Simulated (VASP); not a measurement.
Ni, 1 atom in the cell. Symmetry: Fm-3m, No. 225, cubic system. Conventional cell: a = 3.532 Å, b = 3.532 Å, c = 3.532 Å, α = 90.00°, β = 90.00°, γ = 90.00°. Within 3.3 Å of Ni (site symmetry m-3m) lie 12 Ni at 2.50 Å. 

| Property | Result |
| --- | --- |
| Program | VASP 6.6.1 |
| Task | single point |
| Functional | PBE |
| Potentials or basis | VASP PAW PBE potentials, release 64 (Ni) |
| Cutoff | 520 eV |
| k mesh | 13 × 13 × 13 |
| Occupations | fermi-dirac, width 0.05 eV |
| Spin | collinear spin, ferromagnetic start |
| Starting moments | [0.24] μB |
| Fixed moment | 0.24 μB |
| Dipole correction | no |
| Further INCAR settings | ALGO = Normal; EDIFF = 1e-06; NBANDS = 15 |

Potentials or basis: VASP PAW PBE potentials, release 64 (Ni).

Command:

```sh
$ cat potpaw_PBE.64/Ni/POTCAR > POTCAR
$ mpirun -np 1 vasp_std > vasp.out
```

Hardware: 1 thread of Intel Xeon 8259CL, on a shared host.

Q: Estimate the wall time of this run.

A: Wall time 46 s on 1 thread of Intel Xeon 8259CL, with other jobs on the host, peak memory 0.14 GiB. Counts: scf iterations 12, k points 84.
